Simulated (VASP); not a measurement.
# TlOs2 (P6_3/mmc) in VASP: single point with PBE

Aim: the single point of TlOs2 with PBE.

Everything below comes from runs of VASP 6.6.1. Logs are shortened: lines on timing, memory, paths and dates and some standing lists are left out, and cuts for length are marked.

### Step 1. The cell of the first run

The structure is hexagonal, space group P6_3/mmc (No. 194). Conventional cell: a = 2.905 Å, b = 2.905 Å, c = 14.115 Å, α = 90.00°, β = 90.00°, γ = 120.00°. Tl (site symmetry -6m2) has 6 Tl at 2.90 Å and 6 Os at 3.04 Å within 3.8 Å. Within 3.4 Å of Os (site symmetry 3m) lie 9 Os at 2.61 to 2.90 Å and 3 Tl at 3.04 Å.

### Step 2. Single point, PBE

Contents of INCAR:

```
PREC     = Accurate       # precision mode
ENCUT    = 600            # plane-wave cutoff, eV
EDIFF    = 1E-6           # SCF threshold, eV
ISMEAR   = 0              # smearing method
SIGMA    = 0.1            # smearing width, eV
LREAL    = F              # projectors in reciprocal space
LASPH    = T              # aspherical terms in the spheres
NELM     = 120            # most SCF steps
ALGO     = Normal         # electronic algorithm
ISIF     = 2              # what is computed and relaxed
LWAVE    = F              # write WAVECAR
LCHARG   = T              # write CHGCAR
GGA      = PE             # functional
LELF     = T              # ELF
LVHAR    = T            
NBANDS   = 38             # bands
GGA_COMPAT= F
```

Contents of KPOINTS:

```
Automatic mesh
0
Gamma
  12 12 4
```

Contents of POSCAR:

```
TlOs2
1.0
    2.9049959189      0.0000000000      0.0000000000
   -1.4524979594      2.5158002637      0.0000000000
    0.0000000000      0.0000000000     14.1154635225
Tl Os
2 4
Direct
    0.3333333333      0.6666666667      0.2500000000
    0.6666666667      0.3333333333      0.7500000000
    0.3333333333      0.6666666667      0.5706809559
    0.6666666667      0.3333333333      0.0706809559
    0.3333333333      0.6666666667      0.9293190441
    0.6666666667      0.3333333333      0.4293190441
```

Potentials or basis: VASP PAW PBE potentials, release 64 (Tl_d, Os).

Run with:

```sh
cat potpaw_PBE.64/Tl_d/POTCAR potpaw_PBE.64/Os/POTCAR > POTCAR
mpirun -np 1 vasp_std > vasp.out
```

OUTCAR:

```text
PREC = Accurate
   ENCUT = 600
   EDIFF = 1E-6
   ISMEAR = 0
   LREAL = F
   LASPH = T
   NELM = 120
   ISIF = 2
   GGA = PE

 ion  position               nearest neighbor table
   1  0.333  0.667  0.250-   4 3.04   6 3.04   4 3.04   6 3.04   4 3.04   6 3.04
   2  0.667  0.333  0.750-   3 3.04   5 3.04   3 3.04   5 3.04   3 3.04   5 3.04
   3  0.333  0.667  0.571-   6 2.61   6 2.61   6 2.61   2 3.04   2 3.04   2 3.04
   4  0.667  0.333  0.071-   5 2.61   5 2.61   5 2.61   1 3.04   1 3.04   1 3.04
   5  0.333  0.667  0.929-   4 2.61   4 2.61   4 2.61   2 3.04   2 3.04   2 3.04
   6  0.667  0.333  0.429-   3 2.61   3 2.61   3 2.61   1 3.04   1 3.04   1 3.04

  LATTYP: Found a hexagonal cell.
 ALAT       =     2.9049959189
 C/A-ratio  =     4.8590304140

  Lattice vectors:

 A1 = (   2.9049959189,   0.0000000000,   0.0000000000)
 A2 = (  -1.4524979594,   2.5158002637,   0.0000000000)
 A3 = (   0.0000000000,   0.0000000000,  14.1154635225)

Analysis of symmetry for initial positions (statically):
=====================================================================
 Subroutine PRICEL returns:
 Original cell was already a primitive cell.

 Routine SETGRP: Setting up the symmetry group for a
 hexagonal supercell.

 Subroutine GETGRP returns: Found 24 space group operations
 (whereof 12 operations were pure point group operations)
 out of a pool of 24 trial point group operations.

The static configuration has the point symmetry D_3d.
 The point group associated with its full space group is D_6h.

Analysis of symmetry for dynamics (positions and initial velocities):
=====================================================================
 Subroutine PRICEL returns:
 Original cell was already a primitive cell.

 Routine SETGRP: Setting up the symmetry group for a
 hexagonal supercell.

 Subroutine GETGRP returns: Found 24 space group operations
 (whereof 12 operations were pure point group operations)
 out of a pool of 24 trial point group operations.

The dynamic configuration has the point symmetry D_3d.
 The point group associated with its full space group is D_6h.

 Subroutine INISYM returns: Found 24 space group operations
 (whereof 12 operations are pure point group operations),
 and found     1 'primitive' translations

----------------------------------------------------------------------------------------

                                     Primitive cell

  volume of cell :     103.1613

  direct lattice vectors                    reciprocal lattice vectors
[... 95 lines left out ...]
   EDIFF  = 0.1E-05   stopping-criterion for ELM
   LREAL  =      F    real-space projection
   EDIFFG = 0.1E-04   stopping-criterion for IOM
   NSW    =      0    number of steps for IOM
   IBRION =     -1    ionic relax: 0-MD 1-quasi-New 2-CG
   NFREE  =      0    steps in history (QN), initial steepest desc. (CG)
   ISIF   =      2    stress and relaxation
   ISYM   =      2    0-nonsym 1-usesym 2-fastsym
   POTIM  = 0.5000    time-step for ionic-motion
   TEBEG  =    0.0;   TEEND  =   0.0 temperature during run
   PSTRESS=    0.0 pullay stress
   NELECT =      58.0000    total number of electrons
   NUPDOWN=      -1.0000    fix difference up-down
   EMIN   =  10.00;   EMAX   =-10.00  energy-range for DOS
   EFERMI =   0.00;   METHOD = LEGACY
   ISMEAR =     0;   SIGMA  =   0.10  broadening in eV -4-tet -1-fermi 0-gaus
   EFERMI_NEDOS =   21; number of points for ismear=-14 and -15
   IALGO  =     38    algorithm
   IMIX   =      4    mixing-type and parameters
     AMIX     =   0.40;   BMIX     =  1.00
     AMIX_MAG =   1.60;   BMIX_MAG =  1.00
  volume/ion in A,a.u.               =      17.19       116.03
  Fermi-wavevector in a.u.,A,eV,Ry     =   1.351176  2.553352 24.839834  1.825676
  Thomas-Fermi vector in A             =   2.478619
   LORBIT       =      0    0 simple, 1 ext, 2 COOP (PROOUT), +10 PAW based schemes
   GGA     = PE    functional components
   LHFCALC =     F    Hartree Fock is set to
   AEXX    =    0.0000 exact exchange contribution
   IVDW    =     0    specifies the selected vdW correction
   LEPSILON=     F    determine dielectric tensor
   LRPA    =     F    only Hartree local field effects (RPA)
 non-spin polarized calculation
 Gauss-broadening in eV      SIGMA  =   0.10
  energy-cutoff  :      600.00
  volume of cell :      103.16
 maximum number of plane-waves:      3474
 NGX is ok and might be reduce to    24
   NGX = 11   NGY = 11   NGZ = 57

 number of electron      57.9999997 magnetization

 Free energy of the ion-electron system (eV)
  ---------------------------------------------------
  ext. energy  EPLUGINS =         0.00000000
  ---------------------------------------------------
  free energy    TOTEN  =       -44.35489470 eV

  energy without entropy =      -44.31878341  energy(sigma->0) =      -44.33683906

 E-fermi :   9.2540     XC(G=0): -12.8695

 val. band max:        9.2529784878   @ k =   0.2500   0.0000   0.2500
 cond. band min:       9.2551124750   @ k =   0.5000   0.0000   0.2500
 fundamental gap:      0.0021339872
 Fermi energy:         9.2540492256

 k-point     1 :       0.0000    0.0000    0.0000
  band No.  band energies     occupation
      1      -4.4418      2.00000
      2      -4.4376      2.00000
      3      -3.5851      2.00000
      4      -3.5851      2.00000
      5      -3.5847      2.00000
      6      -3.5847      2.00000
[... 973 lines left out ...]
     37      12.0845      0.00000
     38      12.9844      0.00000

 [... further k-points ...]
[... 5 lines left out ...]
  --------------------------------------------------------------------------------------
  -------------------------------------------------------------------------------------
  Total        0.0120412      0.0120412     -0.1775311      0.0000000      0.0000000     -0.0000000
  in kB        0.1870095      0.1870095     -2.7571997      0.0000000      0.0000000     -0.0000000
  external PRESSURE =      -0.7943936 kB  Pullay stress =       0.0000000 kB

 VOLUME and BASIS-vectors are now :
 -----------------------------------------------------------------------------
  energy-cutoff  :      600.00
  volume of cell :      103.16
      direct lattice vectors                 reciprocal lattice vectors
     2.904995919  0.000000000  0.000000000     0.344234563  0.198743917  0.000000000
    -1.452497959  2.515800264  0.000000000     0.000000000  0.397487835  0.000000000
     0.000000000  0.000000000 14.115463523     0.000000000  0.000000000  0.070844291

 POSITION                                       TOTAL-FORCE (eV/Angst)
 -----------------------------------------------------------------------------------
     -0.00000      1.67720      3.52887        -0.000000      0.000000     -0.000000
      1.45250      0.83860     10.58660        -0.000000      0.000000     -0.000000
     -0.00000      1.67720      8.05543         0.000000     -0.000000     -0.046728
      1.45250      0.83860      0.99769         0.000000     -0.000000     -0.046728
     -0.00000      1.67720     13.11777         0.000000     -0.000000      0.046728
      1.45250      0.83860      6.06004         0.000000     -0.000000      0.046728
 -----------------------------------------------------------------------------------
    total drift:                                0.000000     -0.000000      0.000000

  FREE ENERGIE OF THE ION-ELECTRON SYSTEM (eV)
  ---------------------------------------------------
  free  energy   TOTEN  =       -44.3548947034 eV

  energy  without entropy=      -44.3187834101  energy(sigma->0) =      -44.33683906
```

Wall time 4.8 min (1 thread of Intel Xeon 8259CL, shared host); peak memory 0.4 GiB.

Results:

```yaml
Free_energy: -44.3549 eV
Pressure: -0.1 GPa
Largest_force: 0.047 eV/Å
Band_gap_on_the_k_mesh: zero (bands 29 and 30 overlap by 1.63 eV)
```

Forces in eV/Å, atoms in the order of the input:
```
Tl   0.000  0.000  0.000
Tl   0.000  0.000  0.000
Os   0.000  0.000 -0.047
Os   0.000  0.000 -0.047
Os   0.000  0.000  0.047
Os   0.000  0.000  0.047
```

Caveat: spin-orbit coupling is left out, which moves the levels of the heavy elements.
